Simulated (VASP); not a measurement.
Here is a VASP 6.6.1 calculation.

The input INCAR:

```
PREC = Accurate
ENCUT = 520
EDIFF = 1E-6
ISMEAR = -1
SIGMA = 0.1
LREAL = F
LASPH = T
NELM = 80
ALGO = Normal
ISIF = 2
LWAVE = F
LCHARG = T
GGA = RP
LELF = T
LVHAR = T
NBANDS = 14
```

KPOINTS

```
Automatic mesh
0
Gamma
  14 14 14
```

Contents of POSCAR:

```
Rh
1.0
    2.4859979061      0.0000000000      0.0000000000
    0.0000000000      2.4859979061      0.0000000000
    0.0000000000      0.0000000000      2.4859979061
Rh
1
Direct
    0.0000000000      0.0000000000      0.0000000000
```

Potentials or basis: VASP PAW PBE potentials, release 64 (Rh_pv).

Launch:

```bash
$ cat potpaw_PBE.64/Rh_pv/POTCAR > POTCAR
$ mpirun -np 1 vasp_std > vasp.out
```

Estimate the pressure.

17.1 GPa.

Caveat: the PAW data sets were made with another functional, which shifts forces and pressure a little.
